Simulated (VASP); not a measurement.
KBr:

```
CELL_PARAMETERS angstrom
0.00000 3.38612 3.28217
3.38612 0.00000 3.28217
3.38612 3.38612 0.00000
ATOMIC_POSITIONS crystal
K 0.00000 0.00000 0.00000
Br 0.50000 0.50000 0.50000
```

This cell differs from its parent crystal: epitaxial xy strain +2.5%.

Base run:

- Program: VASP 6.6.1
- Functional: r2SCAN
- Potentials or basis: VASP PAW PBE potentials, release 64 (K_sv, Br)
- Cutoff: 520 eV
- k mesh: 6 × 6 × 6
- Occupations: gaussian, width 0.01 eV
- Spin: no spin polarisation

Its results: band gap on the k mesh 4.94 eV; pressure -0.6 GPa.

The run is repeated on the same cell with these changes: functional from r2SCAN to PBE; occupations from gaussian, width 0.01 eV to fermi-dirac, width 0.02 eV. What comes out?

Band gap on the k mesh 4.31 eV; pressure 0.1 GPa.

Caveats: the PAW data sets were made with another functional, which shifts forces and pressure a little (at least some runs).

